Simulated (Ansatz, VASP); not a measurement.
**In3Sb: VASP beside Ansatz**

```xyz
4
Lattice="4.8370 0.0000 0.0000 0.0000 4.8370 0.0000 0.0000 0.0000 4.8370" Properties=species:S:1:pos:R:3 pbc="T T T"
In    2.4185    2.4185    0.0000
In    2.4185    0.0000    2.4185
In    0.0000    2.4185    2.4185
Sb    0.0000    0.0000    0.0000
```

Alike in both runs: task single point; functional PBEsol; k mesh 5 × 5 × 5; occupations gaussian, width 0.01 eV; no spin polarisation.

```csv
,VASP,Ansatz
version,VASP 6.6.1,Ansatz 0.2.0
potentials or method,"VASP PAW PBE potentials, release 64 (In_d, Sb), cutoff 520 eV","scalar-relativistic, plane waves, PAW"
valence electrons in the cell,44,54
```

|  | VASP | Ansatz | Ansatz less VASP |
| --- | --- | --- | --- |
| gap on the k mesh at the Fermi level (eV) | none | none | - |
| pressure (GPa) | -2.0 | -2.0 | +0.05 |

VASP's potentials were made for PBE, not for PBEsol. A gap of «none» marks a metal or a gap that the smearing closes. VASP's potentials hold 44 valence electrons a cell and Ansatz's 54, so a difference there can come from the potentials and not from the codes.

Neither program's run includes spin-orbit coupling.
